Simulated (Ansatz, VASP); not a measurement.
# Two plane-wave programs on HfTa

```xyz
4
Lattice="4.8762 0.0000 0.0000 -2.4381 4.2229 0.0000 0.0000 0.0000 5.4246" Properties=species:S:1:pos:R:3 pbc="T T T"
Hf    0.0000    2.8153   -0.3198
Hf    2.4381    1.4076    2.3925
Ta    0.0000    2.8153    2.3925
Ta    2.4381    1.4076    5.1048
```

Alike in both runs: functional PBE; k mesh 6 × 6 × 4; occupations gaussian, width 0.1 eV; no spin polarisation.

Ansatz relaxed the structure, and its values are those at the end. VASP's run is a single point on that final structure, the one shown.

|  | VASP | Ansatz |
| --- | --- | --- |
| version | VASP 6.6.1 | Ansatz 0.2.0 |
| potentials or method | VASP PAW PBE potentials, release 64 (Hf_pv, Ta_pv), cutoff 520 eV | scalar-relativistic, plane waves, PAW |
| valence electrons in the cell | 42 | 78 |

```csv
,VASP,Ansatz,Ansatz less VASP
gap on the k mesh at the Fermi level (eV),none,none,-
pressure (GPa),-0.2,0.0,+0.18
```

A gap of «none» marks a metal or a gap that the smearing closes. The functional is the same, so the differences come from potentials, cutoffs and numerics. VASP's potentials hold 42 valence electrons a cell and Ansatz's 78, so a difference there can come from the potentials and not from the codes.

Neither program's run includes spin-orbit coupling.
